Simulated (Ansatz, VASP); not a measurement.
Two plane-wave programs on TePb

```
Te Pb
1.0
     0.00000    3.22356    3.22356
     3.22356    0.00000    3.22356
     3.22356    3.22356    0.00000
Te Pb
1 1
Direct
  0.50000 0.50000 0.50000
  0.00000 0.00000 0.00000
```

Alike in both runs: task single point; functional r2SCAN; k mesh 6 × 6 × 6; occupations gaussian, width 0.05 eV; no spin polarisation.

```csv
,VASP,Ansatz
version,VASP 6.6.1,Ansatz 0.2.0
potentials or method,"VASP PAW PBE potentials, release 64 (Te, Pb_d), cutoff 520 eV","scalar-relativistic, plane waves, PAW"
valence electrons in the cell,20,30
```

|  | VASP | Ansatz | Ansatz less VASP |
| --- | --- | --- | --- |
| gap on the k mesh at the Fermi level (eV) | 1.00 | 1.00 | -0.004 |
| least direct gap on the mesh (eV) | 1.00 | 1.00 | -0.004 |
| pressure (GPa) | 1.9 | 1.9 | 0.00 |

VASP's potentials were made for PBE, not for r2SCAN. The functional is the same, so the differences come from potentials, cutoffs and numerics. VASP's potentials hold 20 valence electrons a cell and Ansatz's 30, so a difference there can come from the potentials and not from the codes.

Neither program's run includes spin-orbit coupling.
